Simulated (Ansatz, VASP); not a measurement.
## Ag: VASP beside Ansatz

The input POSCAR:

```
Ag
1.0
    0.0000000000      3.1265146409      3.1265146409
    3.1265146409      0.0000000000      3.1265146409
    3.1265146409      3.1265146409      0.0000000000
Ag
2
Direct
    0.1250000000      0.1250000000      0.1250000000
    0.8750000000      0.8750000000      0.8750000000
```

Contents of INCAR.step1:

```
PREC = Accurate
ENCUT = 520
ISMEAR = -1
SIGMA = 0.1
LREAL = False
LASPH = True
NELM = 80
NBANDS = 18
GGA = PE
ALGO = Normal
EDIFF = 1E-4
LWAVE = True
LCHARG = False
```

INCAR.step2

```
PREC = Accurate
ENCUT = 520
EDIFF = 1E-6
ISMEAR = -1
SIGMA = 0.1
LREAL = False
LASPH = True
NELM = 80
ALGO = Normal
ISIF = 2
LWAVE = False
LCHARG = True
METAGGA = R2SCAN
LMIXTAU = True
LELF = True
LVHAR = True
NBANDS = 18
ISTART = 1
```

KPOINTS

```
regular mesh
0
Gamma
  10 10 10
```

Input for Ansatz:

```yaml
crystal:
  lattice:
    - [0.0, 3.1265146409, 3.1265146409]
    - [3.1265146409, 0.0, 3.1265146409]
    - [3.1265146409, 3.1265146409, 0.0]
  atoms:
    - { symbol: Ag, position: [0.125, 0.125, 0.125] }
    - { symbol: Ag, position: [0.875, 0.875, 0.875] }
hamiltonian:
  xc: r2scan
  pseudopotentials:
    kind: paw
    azcp:
      Ag: "pseudopotentials/Ag.paw.azcp"
basis:
  ecutwfc: 500
  fft_grid_basis: typed
kpoints:
  mp_grid: { grid: [10, 10, 10], shift: [0, 0, 0] }
magnetization:
  spin_polarized: false
scf:
  occupations: { method: fermi_dirac, width: 0.1 }
  lower_state_search: "off"
output:
  stress: true
  write_density: true
  write_potential: true
  elf: true
  volumetric_format: npy
```

Alike in both runs: task single point; functional r2SCAN; k mesh 10 × 10 × 10; occupations fermi-dirac, width 0.1 eV; no spin polarisation.

|  | VASP | Ansatz |
| --- | --- | --- |
| version | VASP 6.6.1 | Ansatz 0.2.0 |
| potentials or method | VASP PAW PBE potentials, release 64 (Ag), cutoff 520 eV | plane waves (500 eV) with PAW, scalar-relativistic |
| valence electrons in the cell | 22 | 38 |

|  | VASP | Ansatz | Ansatz less VASP |
| --- | --- | --- | --- |
| pressure (GPa) | -2.4 | -2.4 | -0.01 |

VASP's potentials were made for PBE, not for r2SCAN. With one functional, cell and mesh, what is left measures potentials, basis and numerics. VASP's potentials hold 22 valence electrons a cell and Ansatz's 38, so a difference there can come from the potentials and not from the codes.
